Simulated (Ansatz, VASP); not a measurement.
SiO2 in VASP and in Ansatz

```
CELL_PARAMETERS angstrom
4.18541 0.00000 0.00000
0.00000 4.05984 0.00000
0.00000 0.00000 2.66874
ATOMIC_POSITIONS crystal
Si 0.50000 0.50000 0.50000
Si 0.00000 0.00000 0.00000
O 0.69389 0.69389 0.00000
O 0.19389 0.80611 0.50000
O 0.30611 0.30611 0.00000
O 0.80611 0.19389 0.50000
```

Change from the starting cell: strain -0.0300 x Voigt [0, 1, 0, 0, 0, 0], atoms carried along.

Alike in both runs: task single point; functional r2SCAN; k mesh 6 × 6 × 8; occupations gaussian, width 0.05 eV; no spin polarisation.

|  | VASP | Ansatz |
| --- | --- | --- |
| version | VASP 6.6.1 | Ansatz 0.2.0 |
| potentials or method | VASP PAW PBE potentials, release 64 (Si, O), cutoff 520 eV | scalar-relativistic, plane waves, PAW |
| valence electrons in the cell | 32 | 32 |

VASP gave:

- gap on the k mesh at the Fermi level (eV): 7.01
- least direct gap on the mesh (eV): 7.01
- pressure (GPa): 10.7
- traceless stress, the component that is largest in VASP (GPa): 7.26
- rms of the force components (eV/Å): 0.157

Q: What did Ansatz give for the same quantities?

A: gap on the k mesh at the Fermi level (eV): 7.01; least direct gap on the mesh (eV): 7.01; pressure (GPa): 10.2; traceless stress, the component that is largest in VASP (GPa): 7.57; rms of the force components (eV/Å): 0.149.

VASP's potentials were made for PBE, not for r2SCAN. Atom by atom the forces differ by 0.009 eV/Å (rms over components).
